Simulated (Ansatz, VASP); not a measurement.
## Two plane-wave programs on MnS

File INCAR:

```
SYSTEM = MnS
  PREC = Accurate
  ENCUT = 520
  EDIFF = 1E-6
  ISMEAR = -1
  SIGMA = 0.05
  LREAL = .FALSE.
  LASPH = .TRUE.
  NELM = 150
  ALGO = Normal
  ISIF = 2
  LWAVE = .FALSE.
  LCHARG = .FALSE.
  ISPIN = 2
  MAGMOM = 4 0
  LORBIT = 11
  LMAXMIX = 4
  GGA = PE
  ALDAC = 0.0
  AGGAC = 0.0
  NBANDS = 20
```

File KPOINTS:

```
Automatic mesh
0
G
  9 9 9
  0 0 0
```

Contents of POSCAR:

```
MnS
1.0
    0.0000000000      2.4734634191      2.4734634191
    2.4734634191      0.0000000000      2.4734634191
    2.4734634191      2.4734634191      0.0000000000
Mn S
1 1
Direct
    0.0000000000      0.0000000000      0.0000000000
    0.7500000000      0.7500000000      0.7500000000
```

The input input.yaml:

```yaml
crystal:
  lattice:
    - [0.0, 2.4734634191, 2.4734634191]
    - [2.4734634191, 0.0, 2.4734634191]
    - [2.4734634191, 2.4734634191, 0.0]
  atoms:
    - { symbol: Mn, position: [0.0, 0.0, 0.0], spin: 4.0 }
    - { symbol: S, position: [0.75, 0.75, 0.75] }
hamiltonian:
  xc: { exchange: pbe, correlation: none }
  pseudopotentials: { kind: paw }
magnetization:
  spin_polarized: true
kpoints:
  mp_grid: { grid: [9, 9, 9] }
  band_path:
    path:
      - [[0.0, 0.0, 0.0], [0.5, 0.0, 0.5], [0.5, 0.25, 0.75], [0.375, 0.375, 0.75], [0.0, 0.0, 0.0], [0.5, 0.5, 0.5], [0.625, 0.25, 0.625], [0.5, 0.25, 0.75], [0.5, 0.5, 0.5], [0.375, 0.375, 0.75]]
      - [[0.625, 0.25, 0.625], [0.5, 0.0, 0.5]]
    npoints: 14
scf:
  occupations: { method: fermi_dirac, width: 0.05 }
  n_extra_bands: 6
output:
  forces: true
  stress: true
  eigenvalues: true
  fatbands: false
  write_density: true
  write_potential: true
  elf: true
  volumetric_format: npy
```

Alike in both runs: functional PBE exchange alone; k mesh 9 × 9 × 9; occupations fermi-dirac, width 0.05 eV; collinear spin.

|  | VASP | Ansatz |
| --- | --- | --- |
| version | VASP 6.6.1 | Ansatz 0.2.0 |
| potentials or method | VASP PAW PBE potentials, release 64 (Mn_pv, S) | Ansatz PAW |
| plane-wave cutoff (eV) | 520 | 420 |
| valence electrons in the cell | 19 | 21 |
| task | single point | band structure |

Ansatz gave:

- gap on the k mesh at the Fermi level (eV): none
- net moment per atom (μB): 0.11
- size of the moment on the site where the two differ most (μB): 0.19

Problem. What did VASP give for the same quantities?

Solution. gap on the k mesh at the Fermi level (eV): none; net moment per atom (μB): 1.40; size of the moment on the site where the two differ most (μB): 2.69.

The net moments are unlike, so the other rows may belong to different states. VASP's potentials were made for PBE, not for PBE exchange alone. Site moments also hang on the region over which each program counts them. A gap of «none» marks a metal or a gap that the smearing closes. VASP's potentials hold 19 valence electrons a cell and Ansatz's 21, so a difference there can come from the potentials and not from the codes.
